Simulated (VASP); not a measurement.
# Tl: single point with r2SCAN

The system is Tl.

```xyz
4
Lattice="2.6515 -4.4938 0.0000 2.6515 4.4938 0.0000 0.0000 0.0000 5.3100" Properties=species:S:1:pos:R:3 pbc="T T T"
Tl    2.6515    3.1232    0.4168
Tl    2.6515   -1.3706    2.2382
Tl    2.6515   -3.1232    4.8932
Tl    2.6515    1.3706    3.0719
```

| Property | Result |
| --- | --- |
| Program | VASP 6.6.1 |
| Task | single point |
| Functional | r2SCAN |
| Potentials or basis | VASP PAW PBE potentials, release 64 (Tl_d) |
| Cutoff | 520 eV |
| k mesh | 4 × 4 × 4 |
| Occupations | gaussian, width 0.1 eV |
| Spin | no spin polarisation |

The pressure is 2.0 GPa, the largest force is 0.493 eV/Å and the band gap on the k mesh is zero (bands 26 and 27 overlap by 0.53 eV).

Forces on the atoms (eV/Å):
```
Tl   0.000 -0.478  0.119
Tl   0.000 -0.478 -0.119
Tl   0.000  0.478 -0.119
Tl   0.000  0.478  0.119
```

Stress tensor (GPa, compression positive):
```
1.46 0.00 0.00
0.00 3.74 0.00
0.00 0.00 0.79
```

Levels at points of the mesh, in eV from the Fermi level:
```
           k point  band 24  band 25  band 26  band 27  band 28  band 29
(0.00, 0.00, 0.00)    -3.46    -0.78    -0.42     0.22     1.50     1.51
(0.50, 0.00, 0.00)    -4.40    -0.73    -0.73     0.81     0.81     3.06
(0.50, 0.50, 0.00)    -3.07    -2.29    -0.76     1.49     1.53     2.11
(0.00, 0.00, 0.50)    -2.65     0.08     0.08     0.65     0.65     2.16
(0.50, 0.00, 0.50)    -5.97    -1.05    -1.05     0.16     0.16     5.83
(0.50, 0.50, 0.50)    -5.80    -0.79    -0.79    -0.45    -0.45     4.88
```

Run time: 3.6 min on 1 thread of AMD EPYC 7R13 Processor (Zen 3) (shared host), peak memory 0.24 GiB.

Caveat: the PAW data sets were made with another functional, which shifts forces and pressure a little; spin-orbit coupling is left out, which moves the levels of the heavy elements.
